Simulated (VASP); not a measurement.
Write the native input for VASP 6.6.1 that does the following.

* Task: single point
* Functional: r2SCAN
* Potentials or basis: VASP PAW PBE potentials, release 64 (Al)
* Cutoff: 520 eV
* k mesh: 16 × 16 × 16
* Occupations: fermi-dirac, width 0.1 eV
* Spin: no spin polarisation
* Dipole correction: no
* Further INCAR settings: ALGO = Normal; EDIFF = 1e-07; NBANDS = 8

The system is Al.

```xyz
1
Lattice="-1.6164 1.6164 1.6164 1.6164 -1.6164 1.6164 1.6164 1.6164 -1.6164" Properties=species:S:1:pos:R:3 pbc="T T T"
Al    0.0000    0.0000    0.0000
```

This cell differs from its parent crystal: volume scaled by 1.04.

The input as run:

POSCAR

```
Al
1.0
   -1.6163764897      1.6163764897      1.6163764897
    1.6163764897     -1.6163764897      1.6163764897
    1.6163764897      1.6163764897     -1.6163764897
Al
1
Direct
    0.0000000000      0.0000000000      0.0000000000
```

INCAR.step1

```
SYSTEM = Al
PREC = Accurate
ENCUT = 520
ISMEAR = -1
SIGMA = 0.1
LREAL = .FALSE.
LASPH = .TRUE.
NELM = 60
NBANDS = 8
GGA = PE
ALGO = Normal
EDIFF = 1E-4
LWAVE = .TRUE.
LCHARG = .FALSE.
```

INCAR.step2

```
SYSTEM = Al
PREC = Accurate
ENCUT = 520
EDIFF = 1E-7
ISMEAR = -1
SIGMA = 0.1
LREAL = .FALSE.
LASPH = .TRUE.
NELM = 60
ALGO = Normal
ISIF = 2
LWAVE = .FALSE.
LCHARG = .FALSE.
METAGGA = R2SCAN
LMIXTAU = .TRUE.
NBANDS = 8
ISTART = 1
```

KPOINTS

```
regular mesh
0
G
  16 16 16
  0 0 0
```

Potentials or basis: VASP PAW PBE potentials, release 64 (Al).

The run is started by

```bash
$ cat potpaw_PBE.64/Al/POTCAR > POTCAR
$ cp INCAR.step1 INCAR
$ mpirun -np 1 vasp_std > vasp.out
$ cp INCAR.step2 INCAR
$ mpirun -np 1 vasp_std > vasp.out
```

Results of the run:

```json
{
 "Pressure": "-3.4 GPa"
}
```

Caveat: the PAW data sets were made with another functional, which shifts forces and pressure a little.

It took 46 s on 1 thread of Intel(R) Xeon(R) Platinum 8259CL CPU @ 2.50GHz (Skylake/Cascade Lake) (shared host), peak memory 0.14 GiB.
